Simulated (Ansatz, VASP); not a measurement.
# AlN in VASP and in Ansatz

Contents of POSCAR:

```
AlN
1.0
    3.1110021516      0.0000000000      0.0000000000
   -1.5555010758      2.6942068945      0.0000000000
    0.0000000000      0.0000000000      5.2269000000
Al N
2 2
Direct
    0.3333333333      0.6666666667      0.0000000000
    0.6666666667      0.3333333333      0.5000000000
    0.3333333333      0.6666666667      0.3850000000
    0.6666666667      0.3333333333      0.8850000000
```

Contents of INCAR.step1:

```
ALGO = Normal
EDIFF = 1E-4
ENCUT = 520
GGA = PE
ISMEAR = 0
LASPH = True
LCHARG = False
LREAL = False
LWAVE = True
NBANDS = 16
NELM = 60
PREC = Accurate
SIGMA = 0.05
```

Contents of INCAR.step2:

```
ALGO = Normal
EDIFF = 1E-6
ENCUT = 520
ISIF = 2
ISMEAR = 0
ISTART = 1
LASPH = True
LCHARG = False
LMIXTAU = True
LREAL = False
LWAVE = False
METAGGA = R2SCAN
NBANDS = 16
NELM = 60
PREC = Accurate
SIGMA = 0.05
```

KPOINTS

```
k-points
0
Gamma
  12 12 6
```

Input for Ansatz:

```yaml
crystal:
  lattice:
    - [3.1110021516, 0.0, 0.0]
    - [-1.5555010758, 2.6942068945, 0.0]
    - [0.0, 0.0, 5.2269]
  atoms:
    - { symbol: Al, position: [0.3333333333, 0.6666666667, 0.0] }
    - { symbol: Al, position: [0.6666666667, 0.3333333333, 0.5] }
    - { symbol: "N", position: [0.3333333333, 0.6666666667, 0.385] }
    - { symbol: "N", position: [0.6666666667, 0.3333333333, 0.885] }
basis:
  ecutwfc: 500
kpoints:
  mp_grid: { grid: [12, 12, 6] }
hamiltonian:
  xc: r2scan
scf:
  occupations: { method: gaussian, width: 0.05 }
output:
  forces: true
  stress: true
  eigenvalues: true
```

Change from the starting cell: strain +0.000 along x and y, +0.050 along z, atoms carried along.

Alike in both runs: task single point; functional r2SCAN; k mesh 12 × 12 × 6; occupations gaussian, width 0.05 eV; no spin polarisation.

```csv
,VASP,Ansatz
version,VASP 6.6.1,Ansatz 0.2.0
potentials or method,"VASP PAW PBE potentials, release 64 (Al, N), cutoff 520 eV","scalar-relativistic, plane waves, PAW"
valence electrons in the cell,16,16
```

```csv
,VASP,Ansatz,Ansatz less VASP
gap on the k mesh at the Fermi level (eV),4.47,4.43,-0.038
least direct gap on the mesh (eV),4.47,4.43,-0.038
pressure (GPa),-9.0,-8.6,+0.38
"traceless stress, the component that is largest in VASP (GPa)",-11.38,-11.26,+0.124
rms of the force components (eV/Å),0.278,0.275,-0.0028
```

VASP's potentials were made for PBE, not for r2SCAN. Atom by atom the forces differ by 0.003 eV/Å (rms over components).
